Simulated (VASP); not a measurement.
# Mg2NCl (R-3m) in VASP: further runs

Runs on Mg2NCl. Level: PBEsol+D3(BJ). Tasks: single point.

Program: VASP 6.6.1. These are calculated values, not measurements. Logs are shortened: lines on timing, memory, paths and dates and some standing lists are left out, and cuts for length are marked.

## (1) The cell of the first run

Symmetry: R-3m, No. 166, trigonal system. Conventional cell: a = 3.349 Å, b = 3.349 Å, c = 18.158 Å, α = 90.00°, β = 90.00°, γ = 120.00°. Within 2.9 Å of Mg (site symmetry 3m) lie 3 N at 2.19 Å and 3 Cl at 2.79 Å and 3 Mg at 2.81 Å. Within 2.9 Å of N (site symmetry -3m) lie 6 Mg at 2.19 Å. Within 3.7 Å of Cl (site symmetry -3m) lie 6 Mg at 2.79 Å and 6 Cl at 3.35 Å and 6 N at 3.59 Å.

## (2) Single point, PBEsol+D3(BJ)

The input, INCAR:

```
SYSTEM = Mg2NCl
ALGO = Normal ; EDIFF = 1E-7
ENCUT = 520 ; GGA = PS
ISIF = 2 ; ISMEAR = -1
IVDW = 12 ; LASPH = .True.
LCHARG = .False. ; LREAL = .False.
LWAVE = .False. ; NBANDS = 16
NELM = 100 ; PREC = Accurate
SIGMA = 0.3
```

The input, KPOINTS:

```
k-points
0
Gamma
  7 7 7
  0 0 0
```

The input, POSCAR:

```
Mg2NCl
1.0
    1.6743921431      0.9667102106      6.0525906301
   -1.6743921431      0.9667102106      6.0525906301
    0.0000000000     -1.9334214294      6.0525906301
Mg N Cl
2 1 1
Direct
    0.2228150000      0.2228150000      0.2228150000
    0.7771850000      0.7771850000      0.7771850000
    0.5000000000      0.5000000000      0.5000000000
    0.0000000000      0.0000000000      0.0000000000
```

Potentials or basis: VASP PAW PBE potentials, release 64 (Mg, N, Cl).

On the command line:

```console
cat potpaw_PBE.64/Mg/POTCAR potpaw_PBE.64/N/POTCAR potpaw_PBE.64/Cl/POTCAR > POTCAR
mpirun -np 1 vasp_std > vasp.out
```

OUTCAR:

```text
SYSTEM = Mg2NCl
   EDIFF = 1E-7
   ENCUT = 520
   GGA = PS
   ISIF = 2
   ISMEAR = -1
   IVDW = 12
   LASPH = .True.
   LREAL = .False.
   NELM = 100
   PREC = Accurate
 IVDW          = 12

 ion  position               nearest neighbor table
   1  0.223  0.223  0.223-   3 2.19   3 2.19   3 2.19   4 2.79   4 2.79   4 2.79   2 2.81   2 2.81
                             2 2.81
   2  0.777  0.777  0.777-   3 2.19   3 2.19   3 2.19   4 2.79   4 2.79   4 2.79   1 2.81   1 2.81
                             1 2.81
   3  0.500  0.500  0.500-   1 2.19   2 2.19   1 2.19   1 2.19   2 2.19   2 2.19
   4  0.000  0.000  0.000-   2 2.79   1 2.79   2 2.79   2 2.79   1 2.79   1 2.79

  LATTYP: Found a trigonal (rhomboedric) cell.
 ALAT       =     6.3538941615
 COS(alpha) =     0.8611121043

  Lattice vectors:

 A1 = (   1.6743921431,   0.9667102106,   6.0525906301)
 A2 = (  -1.6743921431,   0.9667102106,   6.0525906301)
 A3 = (   0.0000000000,  -1.9334214294,   6.0525906301)

Analysis of symmetry for initial positions (statically):
=====================================================================
 Subroutine PRICEL returns:
 Original cell was already a primitive cell.

 Routine SETGRP: Setting up the symmetry group for a
 trigonal (rhombohedral) supercell.

 Subroutine GETGRP returns: Found 12 space group operations
 (whereof 12 operations were pure point group operations)
 out of a pool of 12 trial point group operations.

The static configuration has the point symmetry D_3d.

Analysis of symmetry for dynamics (positions and initial velocities):
=====================================================================
 Subroutine PRICEL returns:
 Original cell was already a primitive cell.

 Routine SETGRP: Setting up the symmetry group for a
 trigonal (rhombohedral) supercell.

 Subroutine GETGRP returns: Found 12 space group operations
 (whereof 12 operations were pure point group operations)
 out of a pool of 12 trial point group operations.

The dynamic configuration has the point symmetry D_3d.

 Subroutine INISYM returns: Found 12 space group operations
 (whereof 12 operations are pure point group operations),
 and found     1 'primitive' translations

----------------------------------------------------------------------------------------

                                     Primitive cell

  volume of cell :      58.7822

  direct lattice vectors                    reciprocal lattice vectors
     1.674392143  0.966710211  6.052590630     0.298615830  0.172405967  0.055072846
    -1.674392143  0.966710211  6.052590630    -0.298615830  0.172405967  0.055072846
     0.000000000 -1.933421429  6.052590630     0.000000000 -0.344811934  0.055072817

  length of vectors
     6.353894162  6.353894162  6.353894220     0.349182259  0.349182259  0.349182309

  position of ions in fractional coordinates (direct lattice)
     0.222815000  0.222815000  0.222815000
     0.777185000  0.777185000  0.777185000
     0.500000000  0.500000000  0.500000000
     0.000000000  0.000000000  0.000000000

  ion indices of the primitive-cell ions
   primitive index   ion index
                 1           1
                 2           2
                 3           3
                 4           4

----------------------------------------------------------------------------------------

 KPOINTS: k-points

Automatic generation of k-mesh.
 Grid dimensions read from file:
 generate k-points for:    7    7    7

 Generating k-lattice:

  Cartesian coordinates                     Fractional coordinates (reciprocal lattice)
     0.042659404  0.024629424  0.007867549     0.142857143 -0.000000000  0.000000000
    -0.042659404  0.024629424  0.007867549    -0.000000000  0.142857143  0.000000000
     0.000000000 -0.049258848  0.007867545     0.000000000  0.000000000  0.142857143

  Length of vectors
     0.049883180  0.049883180  0.049883187

  Shift w.r.t. Gamma in fractional coordinates (k-lattice)
     0.000000000  0.000000000  0.000000000

 Subroutine IBZKPT returns following result:
 ===========================================

 Found     44 irreducible k-points:

 Following reciprocal coordinates:
            Coordinates               Weight
  0.000000  0.000000  0.000000      1.000000
  0.142857 -0.000000  0.000000      6.000000
  0.285714  0.000000  0.000000      6.000000
  0.428571 -0.000000  0.000000      6.000000
  0.142857  0.142857  0.000000      6.000000
  0.285714  0.142857  0.000000     12.000000
[... 16 lines left out ...]
  0.285714  0.285714  0.142857      6.000000
  0.428571  0.285714  0.142857     12.000000
 [... further k-points ...]
   k-points           NKPTS =     44   k-points in BZ     NKDIM =     44   number of bands    NBANDS=     16
   number of dos      NEDOS =    301   number of ions     NIONS =      4
   total plane-waves  NPLWV = 110592
   dimension x,y,z NGX =    48 NGY =   48 NGZ =   48
   dimension x,y,z NGXF=    96 NGYF=   96 NGZF=   96
   ions per type =               2   1   1
   NGX,Y,Z   is equivalent  to a cutoff of  12.56, 12.56, 12.56 a.u.
   NGXF,Y,Z  is equivalent  to a cutoff of  25.12, 25.12, 25.12 a.u.
 SYSTEM =  Mg2NCl
   PREC   = accura    normal or accurate (medium, high low for compatibility)
   ISTART =      0    job   : 0-new  1-cont  2-samecut
   ICHARG =      2    charge: 1-file 2-atom 10-const
   ISPIN  =      1    spin polarized calculation?
   LNONCOLLINEAR =      F non collinear calculations
   LSORBIT =      F    spin-orbit coupling
   LASPH  =      T    aspherical Exc in radial PAW
   ENCUT  =  520.0 eV  38.22 Ry    6.18 a.u.  11.81 11.81 11.81*2*pi/ulx,y,z
   NELM   =    100;   NELMIN=  2; NELMDL= -5     # of ELM steps
   EDIFF  = 0.1E-06   stopping-criterion for ELM
   LREAL  =      F    real-space projection
   EDIFFG = 0.1E-05   stopping-criterion for IOM
   NSW    =      0    number of steps for IOM
   IBRION =     -1    ionic relax: 0-MD 1-quasi-New 2-CG
   NFREE  =      0    steps in history (QN), initial steepest desc. (CG)
   ISIF   =      2    stress and relaxation
   ISYM   =      2    0-nonsym 1-usesym 2-fastsym
   POTIM  = 0.5000    time-step for ionic-motion
   TEBEG  =    0.0;   TEEND  =   0.0 temperature during run
   PSTRESS=    0.0 pullay stress
   NELECT =      16.0000    total number of electrons
   NUPDOWN=      -1.0000    fix difference up-down
   EMIN   =  10.00;   EMAX   =-10.00  energy-range for DOS
   EFERMI =   0.00;   METHOD = LEGACY
   ISMEAR =    -1;   SIGMA  =   0.30  broadening in eV -4-tet -1-fermi 0-gaus
   EFERMI_NEDOS =   21; number of points for ismear=-14 and -15
   IALGO  =     38    algorithm
   IMIX   =      4    mixing-type and parameters
     AMIX     =   0.40;   BMIX     =  1.00
     AMIX_MAG =   1.60;   BMIX_MAG =  1.00
  volume/ion in A,a.u.               =      14.70        99.17
  Fermi-wavevector in a.u.,A,eV,Ry     =   1.060961  2.004926 15.315239  1.125638
  Thomas-Fermi vector in A             =   2.196360
   LORBIT       =      0    0 simple, 1 ext, 2 COOP (PROOUT), +10 PAW based schemes
   GGA     = PS    functional components
   LHFCALC =     F    Hartree Fock is set to
   AEXX    =    0.0000 exact exchange contribution
   IVDW    =    12    specifies the selected vdW correction
   LEPSILON=     F    determine dielectric tensor
   LRPA    =     F    only Hartree local field effects (RPA)
 non-spin polarized calculation
  energy-cutoff  :      520.00
  volume of cell :       58.78
 maximum number of plane-waves:      1604
   NGX = 23   NGY = 23   NGZ = 23

 number of electron      16.0000001 magnetization

 Free energy of the ion-electron system (eV)
  ---------------------------------------------------
  ext. energy  EPLUGINS =         0.00000000
  ---------------------------------------------------
  free energy    TOTEN  =       -18.90337150 eV

  energy without entropy =      -18.89366172  energy(sigma->0) =      -18.89851661

 E-fermi :   5.2383     XC(G=0):  -9.9936

 val. band max:        3.7297734727   @ k =   0.0000   0.0000   0.0000
 cond. band min:       5.7248272494   @ k =   0.0000   0.0000   0.0000
 fundamental gap:      1.9950537768
 Fermi energy:         5.2382543001

 k-point     1 :       0.0000    0.0000    0.0000
  band No.  band energies     occupation
      1     -12.6038      2.00000
      2      -8.8764      2.00000
      3      -2.4230      2.00000
      4       1.4231      1.99999
      5       1.4231      1.99999
      6       2.7352      1.99952
[... 8 lines left out ...]
     15      13.8762      0.00000
     16      13.8762      0.00000

 k-point     2 :       0.1429   -0.0000    0.0000
  band No.  band energies     occupation
      1     -12.4625      2.00000
      2      -8.7327      2.00000
      3      -2.1813      2.00000
      4       0.5468      2.00000
      5       1.2595      2.00000
      6       2.6023      1.99969
[... 8 lines left out ...]
     15      13.5694      0.00000
     16      14.1380      0.00000

 k-point     3 :       0.2857    0.0000    0.0000
  band No.  band energies     occupation
      1     -12.1162      2.00000
      2      -8.3751      2.00000
      3      -1.5543      2.00000
      4      -0.9714      2.00000
      5       0.9239      2.00000
      6       1.0679      2.00000
[... 8 lines left out ...]
     15      13.5843      0.00000
     16      15.2043      0.00000

 k-point     4 :       0.4286   -0.0000    0.0000
  band No.  band energies     occupation
      1     -11.8023      2.00000
      2      -8.0429      2.00000
      3      -2.0116      2.00000
      4      -0.8772      2.00000
      5       0.0308      2.00000
      6       0.6808      2.00000
[... 8 lines left out ...]
     15      13.3057      0.00000
     16      15.6116      0.00000
[... 324 lines left out ...]
 k-point    22 :      -0.1429    0.1429    0.1429
  band No.  band energies     occupation
      1     -12.1173      2.00000
      2      -8.3691      2.00000
      3      -1.5993      2.00000
      4      -0.9938      2.00000
      5       0.9160      2.00000
      6       1.1027      2.00000
[... 8 lines left out ...]
     15      13.3444      0.00000
     16      15.3260      0.00000

 k-point    23 :       0.2857    0.2857    0.1429
  band No.  band energies     occupation
      1     -12.4523      2.00000
      2      -8.7790      2.00000
      3      -1.9304      2.00000
      4       0.4747      2.00000
      5       1.2535      2.00000
      6       2.1053      1.99994
[... 8 lines left out ...]
     15      13.6830      0.00000
     16      14.2575      0.00000

 k-point    24 :       0.4286    0.2857    0.1429
  band No.  band energies     occupation
      1     -12.2081      2.00000
      2      -8.5191      2.00000
      3      -1.5468      2.00000
      4      -0.5583      2.00000
      5       0.8055      2.00000
      6       1.6955      1.99999
[... 8 lines left out ...]
     15      13.9210      0.00000
     16      14.7166      0.00000

 [... further k-points ...]

------------------------ aborting loop because EDIFF is reached ----------------------------------------

 Edisp (eV)   -0.94877

 E8    (eV) :    -0.5818

  FORCE on cell =-STRESS in cart. coord.  units (eV):
  Direction    XX          YY          ZZ          XY          YZ          ZX
  --------------------------------------------------------------------------------------
  -------------------------------------------------------------------------------------
  Total      -2.83225    -2.83225    -2.54961    -0.00000     0.00000     0.00000
  in kB     -77.19617   -77.19614   -69.49258    -0.00000     0.00000     0.00000
  external pressure =      -74.63 kB  Pullay stress =        0.00 kB

 VOLUME and BASIS-vectors are now :
 -----------------------------------------------------------------------------
  energy-cutoff  :      520.00
  volume of cell :       58.78
      direct lattice vectors                 reciprocal lattice vectors
     1.674392143  0.966710211  6.052590630     0.298615830  0.172405967  0.055072846
    -1.674392143  0.966710211  6.052590630    -0.298615830  0.172405967  0.055072846
     0.000000000 -1.933421429  6.052590630     0.000000000 -0.344811934  0.055072817

 POSITION                                       TOTAL-FORCE (eV/Angst)
 -----------------------------------------------------------------------------------
      0.00000     -0.00000      4.04582        -0.000000      0.000000     -0.153993
      0.00000     -0.00000     14.11195        -0.000000     -0.000000      0.153993
      0.00000     -0.00000      9.07889         0.000000      0.000000      0.000000
      0.00000      0.00000      0.00000        -0.000000      0.000000      0.000000
 -----------------------------------------------------------------------------------
    total drift:                                0.000000     -0.000000     -0.000000

  FREE ENERGIE OF THE ION-ELECTRON SYSTEM (eV)
  ---------------------------------------------------
  free  energy   TOTEN  =       -19.8521367891 eV

  energy  without entropy=      -19.8424270123  energy(sigma->0) =      -19.84728190
```

It took 2.1 min on 1 thread of AMD EPYC 7R13 (Zen 3), shared host; peak memory 0.3 GiB.

Results:

```yaml
Free_energy: -19.8521 eV
Pressure: -7.5 GPa
Largest_force: 0.154 eV/Å
Band_gap_on_the_k_mesh: 2.00 eV, direct
Dispersion_energy_per_atom: -0.237 eV
```

Forces on the atoms (eV/Å):
```
Mg   0.000  0.000 -0.154
Mg   0.000  0.000  0.154
N    0.000  0.000  0.000
Cl   0.000  0.000  0.000
```

Levels at points of the mesh, in eV from the valence-band top:
```
           k point  band 6  band 7  band 8  band 9  band 10  band 11
(0.00, 0.00, 0.00)   -0.99    0.00    0.00    2.00     5.14     8.08
```

Caveat: three body term missing; the PAW data sets were made with another functional, which shifts forces and pressure a little.

## (3) Single point, PBEsol+D3(BJ)

This run uses another cell than the first one, of 15.05 Å³/atom, 1.024 times its volume.

The input, INCAR:

```
PREC = Accurate ; ENCUT = 520
EDIFF = 1E-6 ; ISMEAR = -1
SIGMA = 0.3 ; LREAL = False
LASPH = True ; NELM = 60
ALGO = Normal ; ISIF = 2
LWAVE = False ; LCHARG = False
GGA = PS ; IVDW = 12
NBANDS = 16
```

The input, KPOINTS:

```
regular mesh
0
Gamma
  7 7 7
```

The input, POSCAR:

```
Mg2NCl
1.0
    1.6878958887      0.9745065974      6.1014039528
   -1.6878958887      0.9745065974      6.1014039528
    0.0000000000     -1.9490142111      6.1014039528
Mg N Cl
2 1 1
Direct
    0.2228150000      0.2228150000      0.2228150000
    0.7771850000      0.7771850000      0.7771850000
    0.5000000000      0.5000000000      0.5000000000
    0.0000000000      0.0000000000      0.0000000000
```

Potentials or basis: VASP PAW PBE potentials, release 64 (Mg, N, Cl).

On the command line:

```console
cat potpaw_PBE.64/Mg/POTCAR potpaw_PBE.64/N/POTCAR potpaw_PBE.64/Cl/POTCAR > POTCAR
mpirun -np 1 vasp_std > vasp.out
```

It took 1.9 min on 1 thread of AMD EPYC 7R13 (Zen 3), shared host; peak memory 0.32 GiB.

It converged, with:

* Free energy: -19.7788 eV
* Pressure: -9.0 GPa
* Largest force: 0.240 eV/Å
* Band gap on the k mesh: 1.85 eV, direct
* Dispersion energy per atom: -0.231 eV

Forces in eV/Å, atoms in the order of the input:
```
Mg   0.000  0.000 -0.240
Mg   0.000  0.000  0.240
N    0.000  0.000  0.000
Cl   0.000  0.000  0.000
```

Stress tensor (GPa, compression positive):
```
-9.35  0.00  0.00
 0.00 -9.35  0.00
 0.00  0.00 -8.27
```

Levels at points of the mesh, in eV from the valence-band top:
| k point | band 4 | band 5 | band 6 | band 7 | band 8 | band 9 | band 10 | band 11 | band 12 | band 13 |
| --- | --- | --- | --- | --- | --- | --- | --- | --- | --- | --- |
| (0.00, 0.00, 0.00) | -2.30 | -2.30 | -0.99 | 0.00 | 0.00 | 1.85 | 5.06 | 7.87 | 8.69 | 9.33 |

Caveat: three body term missing; the PAW data sets were made with another functional, which shifts forces and pressure a little. A k mesh can miss the band edges.

## (4) Single point, PBEsol+D3(BJ)

This run uses another cell than the first one, of 15.41 Å³/atom, 1.049 times its volume.

The input, INCAR:

```
SYSTEM = Mg2NCl
ALGO = Normal ; EDIFF = 1E-6
ENCUT = 520 ; GGA = PS
ISIF = 2 ; ISMEAR = -1
IVDW = 12 ; LASPH = .True.
LCHARG = .False. ; LREAL = .False.
LWAVE = .False. ; NBANDS = 16
NELM = 80 ; PREC = Accurate
SIGMA = 0.3
```

The input, KPOINTS:

```
k-points
0
Gamma
  7 7 7
  0 0 0
```

The input, POSCAR:

```
Mg2NCl
1.0
    1.7011869547      0.9821801936      6.1494484818
   -1.7011869547      0.9821801936      6.1494484818
    0.0000000000     -1.9643614116      6.1494484818
Mg N Cl
2 1 1
Direct
    0.2228150000      0.2228150000      0.2228150000
    0.7771850000      0.7771850000      0.7771850000
    0.5000000000      0.5000000000      0.5000000000
    0.0000000000      0.0000000000      0.0000000000
```

On the command line:

```console
cat potpaw_PBE.64/Mg/POTCAR potpaw_PBE.64/N/POTCAR potpaw_PBE.64/Cl/POTCAR > POTCAR
mpirun -np 1 vasp_std > vasp.out
```

Wall time 2 min (1 thread of AMD EPYC 7R13 (Zen 3), shared host); peak memory 0.31 GiB.

The run converged. Its results:

```yaml
Free_energy: -19.6926 eV
Pressure: -10.3 GPa
Largest_force: 0.318 eV/Å
Band_gap_on_the_k_mesh: 1.71 eV, direct
Dispersion_energy_per_atom: -0.226 eV
```

Forces on the atoms (eV/Å):
```
Mg   0.000  0.000 -0.318
Mg   0.000  0.000  0.318
N    0.000  0.000  0.000
Cl   0.000  0.000  0.000
```

Stress tensor (GPa, compression positive):
```
-10.77   0.00   0.00
  0.00 -10.77   0.00
  0.00   0.00  -9.41
```

Levels at points of the mesh, in eV from the valence-band top:
| k point | band 4 | band 5 | band 6 | band 7 | band 8 | band 9 | band 10 | band 11 | band 12 | band 13 |
| --- | --- | --- | --- | --- | --- | --- | --- | --- | --- | --- |
| (0.00, 0.00, 0.00) | -2.29 | -2.29 | -0.98 | 0.00 | 0.00 | 1.71 | 4.97 | 7.66 | 8.63 | 9.26 |

Caveat: three body term missing; the PAW data sets were made with another functional, which shifts forces and pressure a little. A k mesh can miss the band edges.

## (5) Single point, PBEsol+D3(BJ)

This run uses another cell than the first one, of 15.77 Å³/atom, 1.073 times its volume.

The input, INCAR:

```
  ALGO = Normal
  EDIFF = 1E-6
  ENCUT = 520
  GGA = PS
  ISIF = 2
  ISMEAR = -1
  IVDW = 12
  LASPH = T
  LCHARG = F
  LREAL = F
  LWAVE = F
  NBANDS = 16
  NELM = 80
  PREC = Accurate
  SIGMA = 0.3
```

The input, KPOINTS:

```
k-points
0
Gamma
  7 7 7
```

The input, POSCAR:

```
Mg2NCl
1.0
    1.7142735225      0.9897357228      6.1967537906
   -1.7142735225      0.9897357228      6.1967537906
    0.0000000000     -1.9794724778      6.1967537906
Mg N Cl
2 1 1
Direct
    0.2228150000      0.2228150000      0.2228150000
    0.7771850000      0.7771850000      0.7771850000
    0.5000000000      0.5000000000      0.5000000000
    0.0000000000      0.0000000000      0.0000000000
```

On the command line:

```console
cat potpaw_PBE.64/Mg/POTCAR potpaw_PBE.64/N/POTCAR potpaw_PBE.64/Cl/POTCAR > POTCAR
mpirun -np 1 vasp_std > vasp.out
```

It took 2.2 min on 1 thread of AMD EPYC 7R13 (Zen 3), shared host; peak memory 0.32 GiB.

It converged, with:

* Free energy: -19.5953 eV
* Pressure: -11.5 GPa
* Largest force: 0.388 eV/Å
* Band gap on the k mesh: 1.58 eV, direct
* Dispersion energy per atom: -0.220 eV

Forces on the atoms (eV/Å):
```
Mg   0.000  0.000 -0.388
Mg   0.000  0.000  0.388
N    0.000  0.000  0.000
Cl   0.000  0.000  0.000
```

Stress tensor (GPa, compression positive):
```
-12.01   0.00   0.00
  0.00 -12.01   0.00
  0.00   0.00 -10.41
```

Levels at points of the mesh, in eV from the valence-band top:
| k point | band 4 | band 5 | band 6 | band 7 | band 8 | band 9 | band 10 | band 11 | band 12 | band 13 |
| --- | --- | --- | --- | --- | --- | --- | --- | --- | --- | --- |
| (0.00, 0.00, 0.00) | -2.27 | -2.27 | -0.97 | 0.00 | 0.00 | 1.58 | 4.89 | 7.47 | 8.58 | 9.20 |

Caveat: three body term missing; the PAW data sets were made with another functional, which shifts forces and pressure a little. PBEsol gaps usually lie below the measured ones, often by a third to a half.

## (6) Overview

| cell | gap on the mesh (eV) | pressure (GPa) | largest force (eV/Å) |
| --- | --- | --- | --- |
| a = 6.354 Å, angles 30.6°, 4 atoms | 2.00 | -7.5 | 0.15 |
| a = 6.405 Å, angles 30.6°, 4 atoms | 1.85 | -9.0 | 0.24 |
| a = 6.456 Å, angles 30.6°, 4 atoms | 1.71 | -10.3 | 0.32 |
| a = 6.505 Å, angles 30.6°, 4 atoms | 1.58 | -11.5 | 0.39 |

Alike in all rows: task single point; level PBEsol+D3(BJ); potentials or basis VASP PAW PBE potentials, release 64 (Mg, N, Cl); no spin polarisation; k mesh 7 × 7 × 7; cutoff (eV) 520; smearing fermi-dirac 0.3 eV.

Caveats: three body term missing; the PAW data sets were made with another functional, which shifts forces and pressure a little.

Absolute energies hang on the potentials; compare differences alone.
